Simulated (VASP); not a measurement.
# Al3Cu2 (P-3m1) in VASP: further runs, part 2 of 2

VASP 6.6.1. Earlier steps stand in the parts before.

### Step 3. Single point, PBEsol (strain +0.000 along x and y, -0.080 along z)

Contents of INCAR:

```
PREC = Accurate ; ENCUT = 520
EDIFF = 1E-6 ; ISMEAR = 0
SIGMA = 0.15 ; LREAL = False
LASPH = True ; NELM = 100
ALGO = Fast ; ISIF = 2
LWAVE = False ; LCHARG = False
GGA = PS ; NBANDS = 24
```

Contents of KPOINTS:

```
regular mesh
0
Gamma
  12 12 10
```

Contents of POSCAR:

```
Al3Cu2
1.0
    4.0985855951      0.0000000000      0.0000000000
   -2.0492927975      3.5494792449      0.0000000000
    0.0000000000      0.0000000000      4.5835327975
Al Cu
3 2
Direct
    0.0000000000      0.0000000000      0.0000000000
    0.3333333333      0.6666666667      0.3515059889
    0.6666666667      0.3333333333      0.6484940111
    0.3333333333      0.6666666667      0.8422899951
    0.6666666667      0.3333333333      0.1577100049
```

Potentials or basis: VASP PAW PBE potentials, release 64 (Al, Cu).

Started as:

```bash
$ cat potpaw_PBE.64/Al/POTCAR potpaw_PBE.64/Cu/POTCAR > POTCAR
$ mpirun -np 1 vasp_std > vasp.out
```

OUTCAR:

```text
PREC = Accurate
   ENCUT = 520
   EDIFF = 1E-6
   ISMEAR = 0
   LREAL = False
   LASPH = True
   NELM = 100
   ISIF = 2
   GGA = PS

 ion  position               nearest neighbor table
   1  0.000  0.000  0.000-   4 2.47   5 2.47   4 2.47   5 2.47   5 2.47   4 2.47   2 2.86   3 2.86
                             2 2.86   3 2.86   2 2.86   3 2.86
   2  0.333  0.667  0.352-   4 2.25   4 2.33   5 2.53   5 2.53   5 2.53   3 2.73   3 2.73   3 2.73
                             1 2.86   1 2.86   1 2.86
   3  0.667  0.333  0.648-   5 2.25   5 2.33   4 2.53   4 2.53   4 2.53   2 2.73   2 2.73   2 2.73
                             1 2.86   1 2.86   1 2.86
   4  0.333  0.667  0.842-   2 2.25   2 2.33   1 2.47   1 2.47   1 2.47   3 2.53   3 2.53   3 2.53
                             5 2.77   5 2.77   5 2.77
   5  0.667  0.333  0.158-   3 2.25   3 2.33   1 2.47   1 2.47   1 2.47   2 2.53   2 2.53   2 2.53
                             4 2.77   4 2.77   4 2.77

  LATTYP: Found a hexagonal cell.
 ALAT       =     4.0985855951
 C/A-ratio  =     1.1183206233

  Lattice vectors:

 A1 = (   4.0985855951,   0.0000000000,   0.0000000000)
 A2 = (  -2.0492927975,   3.5494792449,   0.0000000000)
 A3 = (   0.0000000000,   0.0000000000,   4.5835327975)

Analysis of symmetry for initial positions (statically):
=====================================================================
 Subroutine PRICEL returns:
 Original cell was already a primitive cell.

 Routine SETGRP: Setting up the symmetry group for a
 hexagonal supercell.

 Subroutine GETGRP returns: Found 12 space group operations
 (whereof 12 operations were pure point group operations)
 out of a pool of 24 trial point group operations.

The static configuration has the point symmetry D_3d.

Analysis of symmetry for dynamics (positions and initial velocities):
=====================================================================
 Subroutine PRICEL returns:
 Original cell was already a primitive cell.

 Routine SETGRP: Setting up the symmetry group for a
 hexagonal supercell.

 Subroutine GETGRP returns: Found 12 space group operations
 (whereof 12 operations were pure point group operations)
 out of a pool of 24 trial point group operations.

The dynamic configuration has the point symmetry D_3d.

 Subroutine INISYM returns: Found 12 space group operations
 (whereof 12 operations are pure point group operations),
 and found     1 'primitive' translations

----------------------------------------------------------------------------------------

                                     Primitive cell

  volume of cell :      66.6805

  direct lattice vectors                    reciprocal lattice vectors
     4.098585595  0.000000000  0.000000000     0.243986609  0.140865734  0.000000000
    -2.049292798  3.549479245  0.000000000     0.000000000  0.281731468  0.000000000
     0.000000000  0.000000000  4.583532798     0.000000000  0.000000000  0.218172323

  length of vectors
     4.098585595  4.098585595  4.583532798     0.281731468  0.281731468  0.218172323

  position of ions in fractional coordinates (direct lattice)
     0.000000000  0.000000000  0.000000000
     0.333333333  0.666666667  0.351505989
     0.666666667  0.333333333  0.648494011
     0.333333333  0.666666667  0.842289995
[... 38 lines left out ...]
  0.000000  0.000000  0.000000      1.000000
  0.083333 -0.000000  0.000000      6.000000
  0.166667  0.000000  0.000000      6.000000
  0.250000 -0.000000  0.000000      6.000000
  0.333333 -0.000000  0.000000      6.000000
  0.416667  0.000000  0.000000      6.000000
[... 16 lines left out ...]
  0.166667  0.000000  0.100000      6.000000
  0.000000  0.166667  0.100000      6.000000
 [... further k-points ...]
   k-points           NKPTS =    162   k-points in BZ     NKDIM =    162   number of bands    NBANDS=     24
   number of dos      NEDOS =    301   number of ions     NIONS =      5
   total plane-waves  NPLWV =  32400
   dimension x,y,z NGX =    30 NGY =   30 NGZ =   36
   dimension x,y,z NGXF=    60 NGYF=   60 NGZF=   72
   ions per type =               3   2
   NGX,Y,Z   is equivalent  to a cutoff of  12.17, 12.17, 13.06 a.u.
   NGXF,Y,Z  is equivalent  to a cutoff of  24.34, 24.34, 26.11 a.u.
 SYSTEM =  unknown system
   PREC   = accura    normal or accurate (medium, high low for compatibility)
   ISTART =      0    job   : 0-new  1-cont  2-samecut
   ICHARG =      2    charge: 1-file 2-atom 10-const
   ISPIN  =      1    spin polarized calculation?
   LNONCOLLINEAR =      F non collinear calculations
   LSORBIT =      F    spin-orbit coupling
   LASPH  =      T    aspherical Exc in radial PAW
   ENCUT  =  520.0 eV  38.22 Ry    6.18 a.u.   7.62  7.62  8.52*2*pi/ulx,y,z
   NELM   =    100;   NELMIN=  2; NELMDL= -5     # of ELM steps
   EDIFF  = 0.1E-05   stopping-criterion for ELM
   LREAL  =      F    real-space projection
   EDIFFG = 0.1E-04   stopping-criterion for IOM
   NSW    =      0    number of steps for IOM
   IBRION =     -1    ionic relax: 0-MD 1-quasi-New 2-CG
   NFREE  =      0    steps in history (QN), initial steepest desc. (CG)
   ISIF   =      2    stress and relaxation
   ISYM   =      2    0-nonsym 1-usesym 2-fastsym
   POTIM  = 0.5000    time-step for ionic-motion
   TEBEG  =    0.0;   TEEND  =   0.0 temperature during run
   PSTRESS=    0.0 pullay stress
   NELECT =      31.0000    total number of electrons
   NUPDOWN=      -1.0000    fix difference up-down
   EMIN   =  10.00;   EMAX   =-10.00  energy-range for DOS
   EFERMI =   0.00;   METHOD = LEGACY
   ISMEAR =     0;   SIGMA  =   0.15  broadening in eV -4-tet -1-fermi 0-gaus
   EFERMI_NEDOS =   21; number of points for ismear=-14 and -15
   IALGO  =     68    algorithm
   IMIX   =      4    mixing-type and parameters
     AMIX     =   0.40;   BMIX     =  1.00
     AMIX_MAG =   1.60;   BMIX_MAG =  1.00
  volume/ion in A,a.u.               =      13.34        90.00
  Fermi-wavevector in a.u.,A,eV,Ry     =   1.268223  2.396595 21.883479  1.608390
  Thomas-Fermi vector in A             =   2.401330
   LORBIT       =      0    0 simple, 1 ext, 2 COOP (PROOUT), +10 PAW based schemes
   GGA     = PS    functional components
   LHFCALC =     F    Hartree Fock is set to
   AEXX    =    0.0000 exact exchange contribution
   IVDW    =     0    specifies the selected vdW correction
   LEPSILON=     F    determine dielectric tensor
   LRPA    =     F    only Hartree local field effects (RPA)
 non-spin polarized calculation
 RMM-DIIS sequential band-by-band and
 Gauss-broadening in eV      SIGMA  =   0.15
  energy-cutoff  :      520.00
  volume of cell :       66.68
 maximum number of plane-waves:      1827
   NGX = 15   NGY = 15   NGZ = 17

 number of electron      31.0000003 magnetization

 Free energy of the ion-electron system (eV)
  ---------------------------------------------------
  ext. energy  EPLUGINS =         0.00000000
  ---------------------------------------------------
  free energy    TOTEN  =       -21.22764237 eV

  energy without entropy =      -21.21136435  energy(sigma->0) =      -21.21950336

 E-fermi :   9.3138     XC(G=0): -11.4348

 val. band max:        9.3083832447   @ k =   0.0833   0.0833   0.3000
 cond. band min:       9.3207229472   @ k =   0.0000   0.3333   0.2000
 fundamental gap:      0.0123397025
 Fermi energy:         9.3137593820

 k-point     1 :       0.0000    0.0000    0.0000
  band No.  band energies     occupation
      1      -2.5989      2.00000
      2       2.5922      2.00000
      3       3.2794      2.00000
      4       3.4971      2.00000
      5       3.4971      2.00000
      6       3.8280      2.00000
[... 637 lines left out ...]
     23      14.8216      0.00000
     24      15.5719      0.00000

 [... further k-points ...]

------------------------ aborting loop because EDIFF is reached ----------------------------------------

  FORCE on cell =-STRESS in cart. coord.  units (eV):
  Direction    XX          YY          ZZ          XY          YZ          ZX
  --------------------------------------------------------------------------------------
  -------------------------------------------------------------------------------------
  Total        2.4213253      2.4213253     12.6076965      0.0000000     -0.0000000      0.0000000
  in kB       58.1787949     58.1787949    302.9335231      0.0000000     -0.0000000      0.0000000
  external PRESSURE =     139.7637043 kB  Pullay stress =       0.0000000 kB

 VOLUME and BASIS-vectors are now :
 -----------------------------------------------------------------------------
  energy-cutoff  :      520.00
  volume of cell :       66.68
      direct lattice vectors                 reciprocal lattice vectors
     4.098585595  0.000000000  0.000000000     0.243986609  0.140865734  0.000000000
    -2.049292798  3.549479245  0.000000000     0.000000000  0.281731468  0.000000000
     0.000000000  0.000000000  4.583532798     0.000000000  0.000000000  0.218172323

 POSITION                                       TOTAL-FORCE (eV/Angst)
 -----------------------------------------------------------------------------------
      0.00000      0.00000      0.00000         0.000000      0.000000     -0.000000
     -0.00000      2.36632      1.61114         0.000000     -0.000000     -0.055092
      2.04929      1.18316      2.97239        -0.000000     -0.000000      0.055092
     -0.00000      2.36632      3.86066         0.000000      0.000000      0.457096
      2.04929      1.18316      0.72287        -0.000000     -0.000000     -0.457096
 -----------------------------------------------------------------------------------
    total drift:                               -0.000000      0.000000     -0.000000

  FREE ENERGIE OF THE ION-ELECTRON SYSTEM (eV)
  ---------------------------------------------------
  free  energy   TOTEN  =       -21.2276423700 eV

  energy  without entropy=      -21.2113643537  energy(sigma->0) =      -21.21950336
```

stdout:

```text
POSCAR found type information on POSCAR AlCu
 POSCAR found :  2 types and       5 ions
 scaLAPACK will be used
 -----------------------------------------------------------------------------
|                                                                             |
|                                                                             |
|     You enforced a specific xc type in the INCAR file but a different       |
|     I HOPE YOU KNOW WHAT YOU ARE DOING!                                     |
|                                                                             |
 -----------------------------------------------------------------------------

 LDA part: xc-table for (Slater+PW92), standard interpolation
 POSCAR, INCAR and KPOINTS ok, starting setup
 FFT: planning ... GRIDC
 FFT: planning ... GRID_SOFT
 FFT: planning ... GRID
 WAVECAR not read
 entering main loop
WARNING in EDDRMM: call to ZHEGV failed, returncode =   8  4     24
```

Wall time 2.6 min (1 thread of Intel Xeon 6975P-C (Granite Rapids), shared host); peak memory 0.33 GiB.

What came out:

```
Free energy            : -21.2276 eV
Pressure               : 14.0 GPa
Largest force          : 0.457 eV/Å
Band gap on the k mesh : zero (an odd number of electrons rules out a gap without spin polarisation)
```

Forces in eV/Å, atoms in the order of the input:
```
Al   0.000  0.000  0.000
Al   0.000  0.000 -0.055
Al   0.000  0.000  0.055
Cu   0.000  0.000  0.457
Cu   0.000  0.000 -0.457
```

Stress tensor (GPa, compression positive):
```
 5.82  0.00  0.00
 0.00  5.82  0.00
 0.00  0.00 30.29
```

Levels at points of the mesh, in eV from the Fermi level:
```
           k point  band 11  band 12  band 13  band 14  band 15  band 16  band 17  band 18  band 19  band 20
(0.00, 0.00, 0.00)    -4.54    -3.73    -3.56    -0.80    -0.80     0.86     0.86     2.20     2.46     5.46
(0.50, 0.00, 0.00)    -4.56    -4.43    -3.71    -2.79    -2.39    -0.28    -0.17     0.76     3.46     4.24
(0.00, 0.00, 0.50)    -4.58    -4.58     0.89     0.89     0.92     0.92     1.93     2.26     2.26     2.96
(0.50, 0.00, 0.50)    -4.60    -4.54    -4.37    -3.73    -2.10    -0.30     0.43     0.69     6.46     7.03
```

Caveat: the cell differs from its parent crystal (strain +0.000 along x and y, -0.080 along z); the stress differs along the axes, from 6 to 30 GPa; the PAW data sets were made with another functional, which shifts forces and pressure a little.
